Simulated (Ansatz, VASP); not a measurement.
SiC in VASP and in Ansatz

```
Si C
1.0
     3.07600    0.00000    0.00000
    -1.53800    2.66389    0.00000
     0.00000    0.00000    5.04800
Si C
2 2
Direct
  0.27702 0.55405 0.00000
  0.72298 0.44595 0.50000
  0.38473 0.76945 0.38500
  0.61527 0.23055 0.88500
```

Change from the starting cell: mode 4 (260.4 1/cm) frozen in, largest displacement +0.300 Å.

Alike in both runs: task single point; functional PBE; k mesh 12 × 12 × 6; occupations gaussian, width 0.05 eV; no spin polarisation.

```csv
,VASP,Ansatz
version,VASP 6.6.1,Ansatz 0.2.0
potentials or method,"VASP PAW PBE potentials, release 64 (Si, C), cutoff 520 eV","scalar-relativistic, plane waves, PAW"
valence electrons in the cell,16,16
```

```csv
,VASP,Ansatz,Ansatz less VASP
gap on the k mesh at the Fermi level (eV),1.36,1.37,+0.005
least direct gap on the mesh (eV),3.64,3.64,+0.001
pressure (GPa),2.0,2.1,+0.04
"traceless stress, the component that is largest in VASP (GPa)",1.67,1.68,+0.016
rms of the force components (eV/Å),0.941,0.940,-0.0006
```

Atom by atom the forces differ by 0.002 eV/Å (rms over components). With one functional, cell and mesh, what is left measures potentials, basis and numerics.
